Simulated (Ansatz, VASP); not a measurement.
This is a calculation of AlSn for VASP 6.6.1.

INCAR

```
  PREC = Accurate
  ENCUT = 500
  EDIFF = 1E-6
  ISMEAR = -1
  SIGMA = 0.05
  LREAL = F
  LASPH = T
  NELM = 120
  ALGO = Normal
  ISIF = 2
  LWAVE = F
  LCHARG = F
  GGA = PS
  NBANDS = 16
  GGA_COMPAT = F
```

KPOINTS

```
Automatic mesh
0
Gamma
  7 7 8
```

POSCAR

```
AlSn
1.0
    4.1567439605      0.0000000000      0.0000000000
   -2.0783719802      3.5998458668      0.0000000000
    0.0000000000      0.0000000000      3.3729839400
Sn Al
1 1
Direct
    0.3333333333      0.6666666667      0.5000000000
    0.0000000000      0.0000000000      0.0000000000
```

Potentials or basis: VASP PAW PBE potentials, release 64 (Sn_d, Al).

The run is started by

```bash
$ cat potpaw_PBE.64/Sn_d/POTCAR potpaw_PBE.64/Al/POTCAR > POTCAR
$ mpirun -np 1 vasp_std > vasp.out
```

Question: Set up the same calculation for Ansatz 0.2.0. Potentials there: all-electron LAPW, scalar-relativistic.

Answer: As run (the cutoff follows the program's own potentials):

input.yaml

```yaml
crystal:
  lattice:
    - [4.1567439605, 0.0, 0.0]
    - [-2.0783719802, 3.5998458668, 0.0]
    - [0.0, 0.0, 3.37298394]
  atoms:
    - { symbol: Sn, position: [0.3333333333, 0.6666666667, 0.5] }
    - { symbol: Al, position: [0.0, 0.0, 0.0] }
kpoints:
  mp_grid: { grid: [7, 7, 8] }
scf:
  occupations: { method: fermi_dirac, width: 0.05 }
hamiltonian:
  xc: pbesol
  pseudopotentials: { kind: all_electron, lapw: { basis_error: 0.001 } }
output:
  forces: true
  stress: true
  eigenvalues: true
```

Potentials or basis: all-electron LAPW, scalar-relativistic.

Run with:

```console
$ ansatz run input.yaml --threads 1 --pin off --max-ram 3072MiB --backend cpu --events-out ev --progress --plain --runs-dir out
```

Both were run:

|  | VASP | Ansatz | Ansatz less VASP |
| --- | --- | --- | --- |
| gap on the k mesh at the Fermi level (eV) | none | none | - |
| pressure (GPa) | -2.1 | -2.1 | +0.05 |
| traceless stress, the component that is largest in VASP (GPa) | -1.98 | -1.99 | -0.004 |

VASP's potentials were made for PBE, not for PBEsol. A gap of «none» marks a metal or a gap that the smearing closes. Ansatz ran all-electron here, and VASP with PAW potentials.
